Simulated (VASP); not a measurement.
# WS2 in VASP: single point with PBE

Aim: the single point of WS2 with PBE.

Everything below comes from runs of VASP 6.6.1. Logs are shortened: lines on timing, memory, paths and dates and some standing lists are left out, and cuts for length are marked.

### Step 1. The cell of the first run

The cell holds a sheet with vacuum, 3 atoms: a = 3.153 Å, b = 3.153 Å, c = 30.080 Å, α = 90.00°, β = 90.00°, γ = 120.00°.

### Step 2. Single point, PBE

INCAR reads:

```
PREC     = Accurate       # precision mode
ENCUT    = 520            # plane-wave cutoff, eV
EDIFF    = 1E-7           # SCF threshold, eV
ISMEAR   = 0              # smearing method
SIGMA    = 0.02           # smearing width, eV
LREAL    = False          # projectors in reciprocal space
LASPH    = True           # aspherical terms in the spheres
NELM     = 100            # most SCF steps
ALGO     = Normal         # electronic algorithm
ISIF     = 2              # what is computed and relaxed
LWAVE    = False          # write WAVECAR
LCHARG   = False          # write CHGCAR
LDIPOL   = True         
IDIPOL   = 3            
DIPOL    = 0.5 0.5 0.351
GGA      = PE             # functional
NBANDS   = 20             # bands
```

KPOINTS reads:

```
regular mesh
0
Gamma
  12 12 1
```

POSCAR reads:

```
WS2
1.0
    3.1530000000      0.0000000000      0.0000000000
   -1.5765000000      2.7305780981      0.0000000000
    0.0000000000      0.0000000000     30.0799999992
S W
2 1
Direct
    0.6666666667      0.3333333333      0.2987556165
    0.6666666667      0.3333333333      0.4040369367
    0.3333333333      0.6666666667      0.3513962766
```

Potentials or basis: VASP PAW PBE potentials, release 64 (S, W_sv).

Run with:

```bash
cat potpaw_PBE.64/S/POTCAR potpaw_PBE.64/W_sv/POTCAR > POTCAR
mpirun -np 1 vasp_std > vasp.out
```

OUTCAR:

```text
PREC = Accurate
   ENCUT = 520
   EDIFF = 1E-7
   ISMEAR = 0
   LREAL = False
   LASPH = True
   NELM = 100
   ISIF = 2
   GGA = PE

 ion  position               nearest neighbor table
   1  0.667  0.333  0.299-   3 2.41   3 2.41   3 2.41
   2  0.667  0.333  0.404-   3 2.41   3 2.41   3 2.41
   3  0.333  0.667  0.351-   1 2.41   2 2.41   1 2.41   2 2.41   1 2.41   2 2.41

  LATTYP: Found a hexagonal cell.
 ALAT       =     3.1530000000
 C/A-ratio  =     9.5401205199

  Lattice vectors:

 A1 = (   3.1530000000,   0.0000000000,   0.0000000000)
 A2 = (  -1.5765000000,   2.7305780981,   0.0000000000)
 A3 = (   0.0000000000,   0.0000000000,  30.0799999992)

Analysis of symmetry for initial positions (statically):
=====================================================================
 Subroutine PRICEL returns:
 Original cell was already a primitive cell.

 Routine SETGRP: Setting up the symmetry group for a
 hexagonal supercell.

 Subroutine GETGRP returns: Found 12 space group operations
 (whereof  6 operations were pure point group operations)
 out of a pool of 24 trial point group operations.

The static configuration has the point symmetry C_3v.
 The point group associated with its full space group is D_3h.

Analysis of symmetry for dynamics (positions and initial velocities):
=====================================================================
 Subroutine PRICEL returns:
 Original cell was already a primitive cell.

 Routine SETGRP: Setting up the symmetry group for a
 hexagonal supercell.

 Subroutine GETGRP returns: Found 12 space group operations
 (whereof  6 operations were pure point group operations)
 out of a pool of 24 trial point group operations.

The dynamic configuration has the point symmetry C_3v.
 The point group associated with its full space group is D_3h.

 Subroutine INISYM returns: Found 12 space group operations
 (whereof  6 operations are pure point group operations),
 and found     1 'primitive' translations

----------------------------------------------------------------------------------------

                                     Primitive cell

  volume of cell :     258.9741

  direct lattice vectors                    reciprocal lattice vectors
     3.153000000  0.000000000  0.000000000     0.317158262  0.183111408  0.000000000
    -1.576500000  2.730578098  0.000000000     0.000000000  0.366222816  0.000000000
     0.000000000  0.000000000 30.079999999     0.000000000  0.000000000  0.033244681

  length of vectors
     3.153000000  3.153000000 30.079999999     0.366222816  0.366222816  0.033244681

  position of ions in fractional coordinates (direct lattice)
     0.666666667  0.333333333  0.298755617
     0.666666667  0.333333333  0.404036937
     0.333333333  0.666666667  0.351396277

  ion indices of the primitive-cell ions
   primitive index   ion index
                 1           1
                 2           2
                 3           3

----------------------------------------------------------------------------------------

 KPOINTS: regular mesh

Automatic generation of k-mesh.
 Grid dimensions read from file:
 generate k-points for:   12   12    1

 Generating k-lattice:

  Cartesian coordinates                     Fractional coordinates (reciprocal lattice)
     0.026429855  0.015259284  0.000000000     0.083333333  0.000000000  0.000000000
     0.000000000  0.030518568  0.000000000     0.000000000  0.083333333  0.000000000
     0.000000000  0.000000000  0.033244681     0.000000000  0.000000000  1.000000000

  Length of vectors
     0.030518568  0.030518568  0.033244681

  Shift w.r.t. Gamma in fractional coordinates (k-lattice)
     0.000000000  0.000000000  0.000000000

 Subroutine IBZKPT returns following result:
 ===========================================

 Found     19 irreducible k-points:

 Following reciprocal coordinates:
            Coordinates               Weight
  0.000000  0.000000  0.000000      1.000000
  0.083333  0.000000  0.000000      6.000000
  0.166667  0.000000  0.000000      6.000000
  0.250000  0.000000  0.000000      6.000000
  0.333333  0.000000  0.000000      6.000000
  0.416667  0.000000  0.000000      6.000000
[... 11 lines left out ...]
  0.333333  0.250000  0.000000     12.000000
  0.333333  0.333333  0.000000      2.000000
   k-points           NKPTS =     19   k-points in BZ     NKDIM =     19   number of bands    NBANDS=     20
   number of dos      NEDOS =    301   number of ions     NIONS =      3
   total plane-waves  NPLWV = 129024
   dimension x,y,z NGX =    24 NGY =   24 NGZ =  224
   dimension x,y,z NGXF=    48 NGYF=   48 NGZF=  448
   ions per type =               2   1
   NGX,Y,Z   is equivalent  to a cutoff of  12.65, 12.65, 12.38 a.u.
   NGXF,Y,Z  is equivalent  to a cutoff of  25.31, 25.31, 24.76 a.u.
 SYSTEM =  unknown system
   PREC   = accura    normal or accurate (medium, high low for compatibility)
   ISTART =      0    job   : 0-new  1-cont  2-samecut
   ICHARG =      2    charge: 1-file 2-atom 10-const
   ISPIN  =      1    spin polarized calculation?
   LNONCOLLINEAR =      F non collinear calculations
   LSORBIT =      F    spin-orbit coupling
   LASPH  =      T    aspherical Exc in radial PAW
   ENCUT  =  520.0 eV  38.22 Ry    6.18 a.u.   5.86  5.86 55.93*2*pi/ulx,y,z
   NELM   =    100;   NELMIN=  2; NELMDL= -5     # of ELM steps
   EDIFF  = 0.1E-06   stopping-criterion for ELM
   LREAL  =      F    real-space projection
   EDIFFG = 0.1E-05   stopping-criterion for IOM
   NSW    =      0    number of steps for IOM
   IBRION =     -1    ionic relax: 0-MD 1-quasi-New 2-CG
   NFREE  =      0    steps in history (QN), initial steepest desc. (CG)
   ISIF   =      2    stress and relaxation
   ISYM   =      2    0-nonsym 1-usesym 2-fastsym
   POTIM  = 0.5000    time-step for ionic-motion
   TEBEG  =    0.0;   TEEND  =   0.0 temperature during run
   PSTRESS=    0.0 pullay stress
   NELECT =      26.0000    total number of electrons
   NUPDOWN=      -1.0000    fix difference up-down
   EMIN   =  10.00;   EMAX   =-10.00  energy-range for DOS
   EFERMI =   0.00;   METHOD = LEGACY
   ISMEAR =     0;   SIGMA  =   0.02  broadening in eV -4-tet -1-fermi 0-gaus
   EFERMI_NEDOS =   21; number of points for ismear=-14 and -15
   IALGO  =     38    algorithm
   IMIX   =      4    mixing-type and parameters
     AMIX     =   0.40;   BMIX     =  1.00
     AMIX_MAG =   1.60;   BMIX_MAG =  1.00
  volume/ion in A,a.u.               =      86.32       582.55
  Fermi-wavevector in a.u.,A,eV,Ry     =   0.760876  1.437847  7.876849  0.578932
  Thomas-Fermi vector in A             =   1.859991
   LORBIT       =      0    0 simple, 1 ext, 2 COOP (PROOUT), +10 PAW based schemes
   GGA     = PE    functional components
   LHFCALC =     F    Hartree Fock is set to
   AEXX    =    0.0000 exact exchange contribution
   IVDW    =     0    specifies the selected vdW correction
   LEPSILON=     F    determine dielectric tensor
   LRPA    =     F    only Hartree local field effects (RPA)
 non-spin polarized calculation
 Gauss-broadening in eV      SIGMA  =   0.02
  energy-cutoff  :      520.00
  volume of cell :      258.97
 maximum number of plane-waves:      7010
 NGX is ok and might be reduce to    24
   NGX = 11   NGY = 11   NGZ =111

 dipolmoment           0.000000      0.000000     -0.000001 electrons x Angstroem

 number of electron      25.9999995 magnetization

 dipolmoment           0.000000      0.000000      0.000000 electrons x Angstroem

 Free energy of the ion-electron system (eV)
  ---------------------------------------------------
  ext. energy  EPLUGINS =         0.00000000
  ---------------------------------------------------
  free energy    TOTEN  =       -23.66202836 eV

  energy without entropy =      -23.66202836  energy(sigma->0) =      -23.66202836

 E-fermi :  -2.9433     XC(G=0):  -2.6043

 val. band max:       -3.0698328486   @ k =   0.3333   0.3333   0.0000
 cond. band min:      -1.1083370251   @ k =   0.1667   0.1667   0.0000
 fundamental gap:      1.9614958235
 Fermi energy:        -2.9433288419

 k-point     1 :       0.0000    0.0000    0.0000
  band No.  band energies     occupation
      1     -77.0809      2.00000
      2     -41.3347      2.00000
      3     -41.1524      2.00000
      4     -41.1524      2.00000
      5     -17.8974      2.00000
      6     -16.2957      2.00000
[... 12 lines left out ...]
     19       2.2014      0.00000
     20       2.5534      0.00000

 k-point     2 :       0.0833    0.0000    0.0000
  band No.  band energies     occupation
      1     -77.0796      2.00000
      2     -41.3303      2.00000
      3     -41.1774      2.00000
      4     -41.1582      2.00000
      5     -17.7793      2.00000
      6     -16.2503      2.00000
[... 12 lines left out ...]
     19       2.3431      0.00000
     20       2.7662      0.00000

 k-point     3 :       0.1667    0.0000    0.0000
  band No.  band energies     occupation
      1     -77.0761      2.00000
      2     -41.3180      2.00000
      3     -41.2451      2.00000
      4     -41.1740      2.00000
      5     -17.4427      2.00000
      6     -16.1213      2.00000
[... 12 lines left out ...]
     19       2.7539      0.00000
     20       3.2044      0.00000

 k-point     4 :       0.2500    0.0000    0.0000
  band No.  band energies     occupation
      1     -77.0714      2.00000
      2     -41.3363      2.00000
      3     -41.3012      2.00000
      4     -41.1955      2.00000
      5     -16.9411      2.00000
      6     -15.9311      2.00000
[... 314 lines left out ...]
 k-point    18 :       0.3333    0.2500    0.0000
  band No.  band energies     occupation
      1     -77.0601      2.00000
      2     -41.4522      2.00000
      3     -41.3439      2.00000
      4     -41.2613      2.00000
      5     -15.4508      2.00000
      6     -15.3509      2.00000
[... 12 lines left out ...]
     19       4.7056      0.00000
     20       6.0510      0.00000

 k-point    19 :       0.3333    0.3333    0.0000
  band No.  band energies     occupation
      1     -77.0595      2.00000
      2     -41.4228      2.00000
      3     -41.3886      2.00000
      4     -41.2590      2.00000
      5     -15.3527      2.00000
      6     -15.3053      2.00000
[... 12 lines left out ...]
     19       4.1056      0.00000
     20       6.2588      0.00000

------------------------ aborting loop because EDIFF is reached ----------------------------------------

 vacuum level on the upper side and lower side of the slab       (xc-potential included)        -0.007        -0.007

  FORCE on cell =-STRESS in cart. coord.  units (eV):
  Direction    XX          YY          ZZ          XY          YZ          ZX
  --------------------------------------------------------------------------------------
  -------------------------------------------------------------------------------------
  Total        1.0616881      1.0616881     -0.0138761      0.0000000      0.0000000      0.0000000
  in kB        6.5682722      6.5682722     -0.0858462      0.0000000      0.0000000      0.0000000
  external PRESSURE =       4.3502327 kB  Pullay stress =       0.0000000 kB

 VOLUME and BASIS-vectors are now :
 -----------------------------------------------------------------------------
  energy-cutoff  :      520.00
  volume of cell :      258.97
      direct lattice vectors                 reciprocal lattice vectors
     3.153000000  0.000000000  0.000000000     0.317158262  0.183111408  0.000000000
    -1.576500000  2.730578098  0.000000000     0.000000000  0.366222816  0.000000000
     0.000000000  0.000000000 30.079999999     0.000000000  0.000000000  0.033244681

 POSITION                                       TOTAL-FORCE (eV/Angst)
 -----------------------------------------------------------------------------------
      1.57650      0.91019      8.98657         0.000000      0.000000     -0.004590
      1.57650      0.91019     12.15343         0.000000      0.000000      0.004590
     -0.00000      1.82039     10.57000        -0.000000     -0.000000      0.000000
 -----------------------------------------------------------------------------------
    total drift:                                0.000000     -0.000000     -0.000032

  FREE ENERGIE OF THE ION-ELECTRON SYSTEM (eV)
  ---------------------------------------------------
  free  energy   TOTEN  =       -23.6620283629 eV

  energy  without entropy=      -23.6620283629  energy(sigma->0) =      -23.66202836

 vacuum level on the upper side and lower side of the slab         2.560         2.560
```

Run time: 2.2 min. Hardware: 1 thread of Intel Xeon Platinum 8488C (Sapphire Rapids), shared host; peak memory 0.37 GiB.

What came out:

- Free energy: -23.6620 eV
- Largest force: 0.005 eV/Å
- Band gap on the k mesh: 1.96 eV, indirect (the least direct gap lies 4.1 meV higher)

Forces on the atoms (eV/Å):
```
S    0.000  0.000 -0.005
S    0.000  0.000  0.005
W    0.000  0.000  0.000
```

Caveat: spin-orbit coupling is left out, which moves the levels of the heavy elements.
